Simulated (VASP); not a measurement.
A run of VASP 6.6.1:

Contents of POSCAR:

```
Ag
1.0
    0.0000000000      2.0524154032      2.0524154032
    2.0524154032      0.0000000000      2.0524154032
    2.0524154032      2.0524154032      0.0000000000
Ag
1
Direct
    0.0000000000      0.0000000000      0.0000000000
```

The input INCAR.step1:

```
ALGO     = Normal         # electronic algorithm
EDIFF    = 1E-4           # SCF threshold, eV
ENCUT    = 520            # plane-wave cutoff, eV
GGA      = PE             # functional
ISMEAR   = -1             # smearing method
LASPH    = True           # aspherical terms in the spheres
LCHARG   = False          # write CHGCAR
LREAL    = False          # projectors in reciprocal space
LWAVE    = True           # write WAVECAR
NBANDS   = 12             # bands
NELM     = 80             # most SCF steps
PREC     = Accurate       # precision mode
SIGMA    = 0.1            # smearing width, eV
```

Contents of INCAR.step2:

```
ALGO     = Normal         # electronic algorithm
EDIFF    = 1E-6           # SCF threshold, eV
ENCUT    = 520            # plane-wave cutoff, eV
ISIF     = 2              # what is computed and relaxed
ISMEAR   = -1             # smearing method
ISTART   = 1            
LASPH    = True           # aspherical terms in the spheres
LCHARG   = True           # write CHGCAR
LELF     = True           # ELF
LMIXTAU  = True         
LREAL    = False          # projectors in reciprocal space
LVHAR    = True         
LWAVE    = False          # write WAVECAR
METAGGA  = R2SCAN         # meta-GGA
NBANDS   = 12             # bands
NELM     = 80             # most SCF steps
PREC     = Accurate       # precision mode
SIGMA    = 0.1            # smearing width, eV
```

KPOINTS

```
k-points
0
Gamma
  18 18 18
```

Potentials or basis: VASP PAW PBE potentials, release 64 (Ag).

Run with:

```bash
$ cat potpaw_PBE.64/Ag/POTCAR > POTCAR
$ cp INCAR.step1 INCAR
$ mpirun -np 1 vasp_std > vasp.out
$ cp INCAR.step2 INCAR
$ mpirun -np 1 vasp_std > vasp.out
```

Hardware: 1 thread of AMD EPYC 7R13, on a shared host.

Question: How long does it take, and how much memory?

Answer: Run time: 5.2 min on 1 thread of AMD EPYC 7R13, with other jobs on the host, peak memory 0.14 GiB. Counts: k points 195.
